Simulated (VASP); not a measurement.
A run of VASP 6.6.1 is set up as follows.

File INCAR:

```
SYSTEM = LiF
  PREC = Accurate
  ENCUT = 520
  EDIFF = 1E-7
  ISMEAR = 0
  SIGMA = 0.05
  LREAL = .FALSE.
  LASPH = .TRUE.
  NELM = 80
  ALGO = Normal
  ISIF = 2
  LWAVE = .FALSE.
  LCHARG = .FALSE.
  GGA = PE
  NBANDS = 18
```

File KPOINTS:

```
regular mesh
0
G
  9 9 6
  0 0 0
```

File POSCAR:

```
LiF
1.0
    3.2140071864      0.0000000000      0.0000000000
   -1.6070035932      2.7834118714      0.0000000000
    0.0000000000      0.0000000000      4.6368481678
Li F
2 2
Direct
    0.3333333333      0.6666666667      0.4014716674
    0.6666666667      0.3333333333      0.9014716674
    0.3333333333      0.6666666667      0.9939266766
    0.6666666667      0.3333333333      0.4939266766
```

Potentials or basis: VASP PAW PBE potentials, release 64 (Li_sv, F).

Launch:

```sh
$ cat potpaw_PBE.64/Li_sv/POTCAR potpaw_PBE.64/F/POTCAR > POTCAR
$ mpirun -np 1 vasp_std > vasp.out
```

Q: What does it give for the largest force?

A: 0.034 eV/Å.

Q: What does it give for the band gap on the k mesh?

A: 7.42 eV, direct.

Forces in eV/Å, atoms in the order of the input:
```
Li   0.000  0.000  0.034
Li   0.000  0.000  0.034
F    0.000  0.000 -0.034
F    0.000  0.000 -0.034
```

 A k mesh can miss the band edges.
